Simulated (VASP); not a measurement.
Set up this calculation in VASP 6.6.1, as the native input.

```
Task                   : single point
Functional             : r2SCAN
Potentials or basis    : VASP PAW PBE potentials, release 64 (Au)
Cutoff                 : 520 eV
k mesh                 : 24 × 24 × 12
Occupations            : gaussian, width 0.15 eV
Spin                   : no spin polarisation
Dipole correction      : no
Further INCAR settings : ALGO = Normal; EDIFF = 1e-06; NBANDS = 18
```

Au:

```
Au
1.0
     2.98173    0.00000    0.00000
    -1.49087    2.58225    0.00000
     0.00000    0.00000    4.61613
Au
2
Direct
  0.33333 0.66667 0.75000
  0.66667 0.33333 0.25000
```

This cell differs from its parent crystal: ratio of the length along z to the lengths across it x 0.92, volume and fractional coordinates fixed.

These files were run (other wordings do the same):

POSCAR

```
Au
1.0
    2.9817311615      0.0000000000      0.0000000000
   -1.4908655807      2.5822549331      0.0000000000
    0.0000000000      0.0000000000      4.6161336414
Au
2
Direct
    0.3333333333      0.6666666667      0.7500000000
    0.6666666667      0.3333333333      0.2500000000
```

INCAR.step1

```
SYSTEM = Au
PREC = Accurate
ENCUT = 520
ISMEAR = 0
SIGMA = 0.15
LREAL = .False.
LASPH = .True.
NELM = 60
NBANDS = 18
GGA = PE
ALGO = Normal
EDIFF = 1E-4
LWAVE = .True.
LCHARG = .False.
```

INCAR.step2

```
SYSTEM = Au
PREC = Accurate
ENCUT = 520
EDIFF = 1E-6
ISMEAR = 0
SIGMA = 0.15
LREAL = .False.
LASPH = .True.
NELM = 60
ALGO = Normal
ISIF = 2
LWAVE = .False.
LCHARG = .True.
METAGGA = R2SCAN
LMIXTAU = .True.
LELF = .True.
LVHAR = .True.
NBANDS = 18
ISTART = 1
```

KPOINTS

```
regular mesh
0
Gamma
  24 24 12
  0 0 0
```

Potentials or basis: VASP PAW PBE potentials, release 64 (Au).

Command:

```console
$ cat potpaw_PBE.64/Au/POTCAR > POTCAR
$ cp INCAR.step1 INCAR
$ mpirun -np 1 vasp_std > vasp.out
$ cp INCAR.step2 INCAR
$ mpirun -np 1 vasp_std > vasp.out
```

Results of the run:

The pressure is -0.7 GPa and the band gap on the k mesh is zero (band 11 reaches 12.78 eV, above the bottom of band 12 at 5.87 eV).

Caveat: the PAW data sets were made with another functional, which shifts forces and pressure a little; spin-orbit coupling is left out, which moves the levels of the heavy elements.

It took 8.8 min on 1 thread of Intel(R) Xeon(R) Platinum 8375C CPU @ 2.90GHz (Ice Lake), on a shared host, peak memory 0.34 GiB.
